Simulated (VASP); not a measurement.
A run of VASP 6.6.1 is set up as follows.

The input INCAR:

```
SYSTEM = TaN
ALGO     = Normal         ! electronic algorithm
EDIFF    = 1E-6           ! SCF threshold, eV
ENCUT    = 520            ! plane-wave cutoff, eV
GGA      = PS             ! functional
ISIF     = 2              ! what is computed and relaxed
ISMEAR   = 0              ! smearing method
LASPH    = .TRUE.         ! aspherical terms in the spheres
LCHARG   = .FALSE.        ! write CHGCAR
LREAL    = .FALSE.        ! projectors in reciprocal space
LWAVE    = .FALSE.        ! write WAVECAR
NBANDS   = 15             ! bands
NELM     = 60             ! most SCF steps
PREC     = Accurate       ! precision mode
SIGMA    = 0.15           ! smearing width, eV
```

File KPOINTS:

```
k-points
0
G
  24 24 20
  0 0 0
```

Contents of POSCAR:

```
TaN
1.0
    2.9239890447      0.0000000000      0.0365498631
   -1.4619945224      2.5322487931     -0.0182749315
    0.0358840955      0.0000000000      2.8707276427
Ta N
1 1
Direct
    0.3333333333      0.6666666667      0.5000000000
    0.0000000000      0.0000000000      0.0000000000
```

Potentials or basis: VASP PAW PBE potentials, release 64 (Ta_pv, N).

The run is started by

```console
$ cat potpaw_PBE.64/Ta_pv/POTCAR potpaw_PBE.64/N/POTCAR > POTCAR
$ mpirun -np 1 vasp_std > vasp.out
```

Question: What does it give for the band gap on the k mesh?

Answer: Zero (band 8 reaches 8.63 eV, above the bottom of band 9 at 8.13 eV).

Question: Predict the pressure.

Answer: 1.1 GPa.

Stress tensor (GPa, compression positive):
```
 1.15  0.00 -6.44
 0.00  0.89  0.00
-6.44  0.00  1.31
```

Caveat: the cell differs from its parent crystal (strain +0.0250 x Voigt [0, 0, 0, 0, 1, 0]); the PAW data sets were made with another functional, which shifts forces and pressure a little; spin-orbit coupling is left out, which moves the levels of the heavy elements.
